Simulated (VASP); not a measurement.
# ZnSe (P4mm) in VASP: single point with PBE+D3(BJ)

Aim: the single point of ZnSe with PBE+D3(BJ).

Program: VASP 6.6.1. These are calculated values, not measurements. Logs are shortened: lines on timing, memory, paths and dates and some standing lists are left out, and cuts for length are marked.

### 1 The cell of the first run

Symmetry: P4mm, No. 99, tetragonal system. The conventional cell has a = 5.754 Å, b = 5.754 Å, c = 5.209 Å, α = 90.00°, β = 90.00°, γ = 90.00°. Within 3.3 Å of Zn (site symmetry m) lie 4 Se at 2.51 to 2.52 Å and 4 Zn at 2.86 to 2.90 Å. Within 3.3 Å of Se (site symmetry 2mm) lie 4 Zn at 2.52 Å. Se (site symmetry 4mm) has 4 Zn at 2.52 Å within 3.3 Å. Within 3.3 Å of Se (site symmetry 4mm) lie 4 Zn at 2.51 Å.

### 2 Single point, PBE+D3(BJ) (atoms displaced along a vibrational mode)

Input file INCAR:

```
ALGO = Normal
EDIFF = 1E-6
ENCUT = 520
GGA = PE
ISIF = 2
ISMEAR = 0
IVDW = 12
LASPH = T
LCHARG = F
LREAL = F
LWAVE = F
NBANDS = 46
NELM = 100
PREC = Accurate
SIGMA = 0.05
```

Input file KPOINTS:

```
k-points
0
Gamma
  6 6 6
```

Input file POSCAR:

```
ZnSe
1.0
    0.0000000000      0.0000000000     -5.2092371215
    4.0689269174      4.0689269174      0.0000000000
    4.0689269174     -4.0689269174      0.0000000000
Zn Se
4 4
Direct
    0.0000000000      0.0017733313      0.0017733313
    0.0000000000      0.4982266687      0.4982266687
    0.0000000000      0.4982266687      0.0017733313
    0.0000000000      0.0017733313      0.4982266687
    0.7158531493      0.2500000000      0.7500000000
    0.7158531493      0.7500000000      0.2500000000
    0.2894451313      0.2500000000      0.2500000000
    0.2788485701      0.7500000000      0.7500000000
```

Potentials or basis: VASP PAW PBE potentials, release 64 (Zn, Se).

Run with:

```
$ cat potpaw_PBE.64/Zn/POTCAR potpaw_PBE.64/Se/POTCAR > POTCAR
$ mpirun -np 1 vasp_std > vasp.out
```

OUTCAR:

```text
EDIFF = 1E-6
   ENCUT = 520
   GGA = PE
   ISIF = 2
   ISMEAR = 0
   IVDW = 12
   LASPH = T
   LREAL = F
   NELM = 100
   PREC = Accurate
 IVDW          = 12

 ion  position               nearest neighbor table
   1  0.000  0.002  0.002-   8 2.51   6 2.52   5 2.52   7 2.52   3 2.86   4 2.86   4 2.90   3 2.90

   2  0.000  0.498  0.498-   8 2.51   6 2.52   5 2.52   7 2.52   3 2.86   4 2.86   4 2.90   3 2.90

   3  0.000  0.498  0.002-   8 2.51   6 2.52   5 2.52   7 2.52   1 2.86   2 2.86   1 2.90   2 2.90

   4  0.000  0.002  0.498-   8 2.51   6 2.52   5 2.52   7 2.52   1 2.86   2 2.86   1 2.90   2 2.90

   5  0.716  0.250  0.750-   1 2.52   2 2.52   3 2.52   4 2.52
   6  0.716  0.750  0.250-   1 2.52   2 2.52   3 2.52   4 2.52
   7  0.289  0.250  0.250-   1 2.52   2 2.52   3 2.52   4 2.52
   8  0.279  0.750  0.750-   1 2.51   2 2.51   3 2.51   4 2.51

  LATTYP: Found a simple tetragonal cell.
 ALAT       =     5.7543316309
 C/A-ratio  =     0.9052723158

  Lattice vectors:

 A1 = (   4.0689269174,   4.0689269174,   0.0000000000)
 A2 = (   4.0689269174,  -4.0689269174,   0.0000000000)
 A3 = (   0.0000000000,   0.0000000000,  -5.2092371215)

Analysis of symmetry for initial positions (statically):
=====================================================================
 Subroutine PRICEL returns:
 Original cell was already a primitive cell.

 Routine SETGRP: Setting up the symmetry group for a
 simple tetragonal supercell.

 Subroutine GETGRP returns: Found  8 space group operations
 (whereof  2 operations were pure point group operations)
 out of a pool of 16 trial point group operations.

The static configuration has the point symmetry C_1h.
 The point group associated with its full space group is C_4v.

Analysis of symmetry for dynamics (positions and initial velocities):
=====================================================================
 Subroutine PRICEL returns:
 Original cell was already a primitive cell.

 Routine SETGRP: Setting up the symmetry group for a
 simple tetragonal supercell.

 Subroutine GETGRP returns: Found  8 space group operations
 (whereof  2 operations were pure point group operations)
 out of a pool of 16 trial point group operations.

The dynamic configuration has the point symmetry C_1h.
 The point group associated with its full space group is C_4v.

 Subroutine INISYM returns: Found  8 space group operations
 (whereof  2 operations are pure point group operations),
 and found     1 'primitive' translations

----------------------------------------------------------------------------------------

                                     Primitive cell

  volume of cell :     172.4900

  direct lattice vectors                    reciprocal lattice vectors
     0.000000000  0.000000000 -5.209237122     0.000000000  0.000000000 -0.191966689
     4.068926917  4.068926917  0.000000000     0.122882522  0.122882522  0.000000000
     4.068926917 -4.068926917  0.000000000     0.122882522 -0.122882522  0.000000000

  length of vectors
     5.209237122  5.754331631  5.754331631     0.191966689  0.173782129  0.173782129

  position of ions in fractional coordinates (direct lattice)
     0.000000000  0.001773331  0.001773331
     0.000000000  0.498226669  0.498226669
     0.000000000  0.498226669  0.001773331
     0.000000000  0.001773331  0.498226669
     0.715853149  0.250000000  0.750000000
     0.715853149  0.750000000  0.250000000
     0.289445131  0.250000000  0.250000000
     0.278848570  0.750000000  0.750000000

  ion indices of the primitive-cell ions
   primitive index   ion index
                 1           1
                 2           2
                 3           3
                 4           4
                 5           5
                 6           6
                 7           7
                 8           8

----------------------------------------------------------------------------------------

 KPOINTS: k-points

Automatic generation of k-mesh.
 Grid dimensions read from file:
 generate k-points for:    6    6    6

 Generating k-lattice:

  Cartesian coordinates                     Fractional coordinates (reciprocal lattice)
     0.000000000  0.000000000 -0.031994448     0.166666667  0.000000000  0.000000000
     0.020480420  0.020480420  0.000000000     0.000000000  0.166666667  0.000000000
     0.020480420 -0.020480420  0.000000000     0.000000000  0.000000000  0.166666667

  Length of vectors
     0.031994448  0.028963688  0.028963688

  Shift w.r.t. Gamma in fractional coordinates (k-lattice)
     0.000000000  0.000000000  0.000000000

 Subroutine IBZKPT returns following result:
 ===========================================

 Found     40 irreducible k-points:

 Following reciprocal coordinates:
            Coordinates               Weight
  0.000000  0.000000  0.000000      1.000000
  0.166667  0.000000  0.000000      2.000000
  0.333333  0.000000  0.000000      2.000000
  0.500000  0.000000  0.000000      1.000000
  0.000000  0.166667  0.000000      4.000000
  0.166667  0.166667  0.000000      8.000000
[... 16 lines left out ...]
  0.333333  0.333333  0.166667     16.000000
  0.500000  0.333333  0.166667      8.000000
 [... further k-points ...]
   k-points           NKPTS =     40   k-points in BZ     NKDIM =     40   number of bands    NBANDS=     46
   number of dos      NEDOS =    301   number of ions     NIONS =      8
   total plane-waves  NPLWV =  92160
   dimension x,y,z NGX =    40 NGY =   48 NGZ =   48
   dimension x,y,z NGXF=    80 NGYF=   96 NGZF=   96
   ions per type =               4   4
   NGX,Y,Z   is equivalent  to a cutoff of  12.77, 13.87, 13.87 a.u.
   NGXF,Y,Z  is equivalent  to a cutoff of  25.53, 27.73, 27.73 a.u.
 SYSTEM =  unknown system
   PREC   = accura    normal or accurate (medium, high low for compatibility)
   ISTART =      0    job   : 0-new  1-cont  2-samecut
   ICHARG =      2    charge: 1-file 2-atom 10-const
   ISPIN  =      1    spin polarized calculation?
   LNONCOLLINEAR =      F non collinear calculations
   LSORBIT =      F    spin-orbit coupling
   LASPH  =      T    aspherical Exc in radial PAW
   ENCUT  =  520.0 eV  38.22 Ry    6.18 a.u.   9.69 10.70 10.70*2*pi/ulx,y,z
   NELM   =    100;   NELMIN=  2; NELMDL= -5     # of ELM steps
   EDIFF  = 0.1E-05   stopping-criterion for ELM
   LREAL  =      F    real-space projection
   EDIFFG = 0.1E-04   stopping-criterion for IOM
   NSW    =      0    number of steps for IOM
   IBRION =     -1    ionic relax: 0-MD 1-quasi-New 2-CG
   NFREE  =      0    steps in history (QN), initial steepest desc. (CG)
   ISIF   =      2    stress and relaxation
   ISYM   =      2    0-nonsym 1-usesym 2-fastsym
   POTIM  = 0.5000    time-step for ionic-motion
   TEBEG  =    0.0;   TEEND  =   0.0 temperature during run
   PSTRESS=    0.0 pullay stress
   NELECT =      72.0000    total number of electrons
   NUPDOWN=      -1.0000    fix difference up-down
   EMIN   =  10.00;   EMAX   =-10.00  energy-range for DOS
   EFERMI =   0.00;   METHOD = LEGACY
   ISMEAR =     0;   SIGMA  =   0.05  broadening in eV -4-tet -1-fermi 0-gaus
   EFERMI_NEDOS =   21; number of points for ismear=-14 and -15
   IALGO  =     38    algorithm
   IMIX   =      4    mixing-type and parameters
     AMIX     =   0.40;   BMIX     =  1.00
     AMIX_MAG =   1.60;   BMIX_MAG =  1.00
  volume/ion in A,a.u.               =      21.56       145.50
  Fermi-wavevector in a.u.,A,eV,Ry     =   1.223482  2.312046 20.366683  1.496909
  Thomas-Fermi vector in A             =   2.358592
   LORBIT       =      0    0 simple, 1 ext, 2 COOP (PROOUT), +10 PAW based schemes
   GGA     = PE    functional components
   LHFCALC =     F    Hartree Fock is set to
   AEXX    =    0.0000 exact exchange contribution
   IVDW    =    12    specifies the selected vdW correction
   LEPSILON=     F    determine dielectric tensor
   LRPA    =     F    only Hartree local field effects (RPA)
 non-spin polarized calculation
 Gauss-broadening in eV      SIGMA  =   0.05
  energy-cutoff  :      520.00
  volume of cell :      172.49
 maximum number of plane-waves:      4676
 NGX is ok and might be reduce to    40
   NGX = 19   NGY = 21   NGZ = 21

 number of electron      71.9999953 magnetization

 Free energy of the ion-electron system (eV)
  ---------------------------------------------------
  ext. energy  EPLUGINS =         0.00000000
  ---------------------------------------------------
  free energy    TOTEN  =       -22.61882230 eV

  energy without entropy =      -22.61882230  energy(sigma->0) =      -22.61882230

 E-fermi :   2.4029     XC(G=0):  -9.6565

 val. band max:        2.1344326139   @ k =   0.0000   0.0000   0.0000
 cond. band min:       3.6905802863   @ k =   0.0000   0.0000   0.0000
 fundamental gap:      1.5561476724
 Fermi energy:         2.4028838943

 k-point     1 :       0.0000    0.0000    0.0000
  band No.  band energies     occupation
      1     -11.4061      2.00000
      2     -10.2208      2.00000
      3     -10.2200      2.00000
      4     -10.0360      2.00000
      5      -5.0428      2.00000
      6      -5.0428      2.00000
[... 38 lines left out ...]
     45       7.5565      0.00000
     46       8.0672      0.00000

 k-point     2 :       0.1667    0.0000    0.0000
  band No.  band energies     occupation
      1     -11.3310      2.00000
      2     -10.2176      2.00000
      3     -10.2170      2.00000
      4     -10.1374      2.00000
      5      -5.0290      2.00000
      6      -5.0290      2.00000
[... 38 lines left out ...]
     45       7.7861      0.00000
     46       7.7861      0.00000

 k-point     3 :       0.3333    0.0000    0.0000
  band No.  band energies     occupation
      1     -11.1237      2.00000
      2     -10.4031      2.00000
      3     -10.2094      2.00000
      4     -10.2066      2.00000
      5      -5.0028      2.00000
      6      -5.0028      2.00000
[... 38 lines left out ...]
     45       8.3005      0.00000
     46       8.3005      0.00000

 k-point     4 :       0.5000    0.0000    0.0000
  band No.  band energies     occupation
      1     -10.9160      2.00000
      2     -10.6376      2.00000
      3     -10.2056      2.00000
      4     -10.2033      2.00000
      5      -4.9904      2.00000
      6      -4.9904      2.00000
[... 920 lines left out ...]
     45       8.2818      0.00000
     46       8.5164      0.00000

 k-point    23 :       0.3333    0.3333    0.1667
  band No.  band energies     occupation
      1     -10.8688      2.00000
      2     -10.4454      2.00000
      3     -10.3494      2.00000
      4     -10.2918      2.00000
      5      -4.9666      2.00000
      6      -4.9398      2.00000
[... 38 lines left out ...]
     45       8.2310      0.00000
     46       8.4498      0.00000

 k-point    24 :       0.5000    0.3333    0.1667
  band No.  band energies     occupation
      1     -10.7062      2.00000
      2     -10.5180      2.00000
      3     -10.3858      2.00000
      4     -10.3356      2.00000
      5      -4.9662      2.00000
      6      -4.9468      2.00000
[... 38 lines left out ...]
     45       8.1982      0.00000
     46       8.7286      0.00000

 [... further k-points ...]

------------------------ aborting loop because EDIFF is reached ----------------------------------------

 Edisp (eV)   -2.70264

 E8    (eV) :    -1.1238

  FORCE on cell =-STRESS in cart. coord.  units (eV):
  Direction    XX          YY          ZZ          XY          YZ          ZX
  --------------------------------------------------------------------------------------
  -------------------------------------------------------------------------------------
  Total       0.29272     0.29272     0.30876     0.00000     0.00000     0.00000
  in kB       2.71893     2.71893     2.86794     0.00000     0.00000     0.00000
  external pressure =        2.77 kB  Pullay stress =        0.00 kB

 VOLUME and BASIS-vectors are now :
 -----------------------------------------------------------------------------
  energy-cutoff  :      520.00
  volume of cell :      172.49
      direct lattice vectors                 reciprocal lattice vectors
     0.000000000  0.000000000 -5.209237122     0.000000000  0.000000000 -0.191966689
     4.068926917  4.068926917  0.000000000     0.122882522  0.122882522  0.000000000
     4.068926917 -4.068926917  0.000000000     0.122882522 -0.122882522  0.000000000

 POSITION                                       TOTAL-FORCE (eV/Angst)
 -----------------------------------------------------------------------------------
      0.01443      0.00000      0.00000        -0.050504      0.000000     -0.000765
      4.05450      0.00000      0.00000         0.050504      0.000000     -0.000765
      2.03446      2.02003      0.00000         0.000000      0.050504     -0.000765
      2.03446     -2.02003      0.00000         0.000000     -0.050504     -0.000765
      4.06893     -2.03446     -3.72905         0.000000      0.000000      0.046633
      4.06893      2.03446     -3.72905         0.000000      0.000000      0.046633
      2.03446      0.00000     -1.50779         0.000000      0.000000      0.074203
      6.10339      0.00000     -1.45259         0.000000      0.000000     -0.164408
 -----------------------------------------------------------------------------------
    total drift:                               -0.000001      0.000001      0.000150

  FREE ENERGIE OF THE ION-ELECTRON SYSTEM (eV)
  ---------------------------------------------------
  free  energy   TOTEN  =       -25.3214592921 eV

  energy  without entropy=      -25.3214592921  energy(sigma->0) =      -25.32145929
```

Run time: 5 min. Hardware: 1 thread of Intel Xeon Platinum 8488C (Sapphire Rapids), shared host; peak memory 0.43 GiB.

Results:

```yaml
Free_energy: -25.3215 eV
Pressure: 0.3 GPa
Largest_force: 0.164 eV/Å
Band_gap_on_the_k_mesh: 1.56 eV
Dispersion_energy_per_atom: -0.338 eV
```

Forces in eV/Å, atoms in the order of the input:
```
Zn  -0.051  0.000 -0.001
Zn   0.051  0.000 -0.001
Zn   0.000  0.051 -0.001
Zn   0.000 -0.051 -0.001
Se   0.000  0.000  0.047
Se   0.000  0.000  0.047
Se   0.000  0.000  0.074
Se   0.000  0.000 -0.164
```

Caveat: the cell differs from its parent crystal (atoms displaced along a vibrational mode).
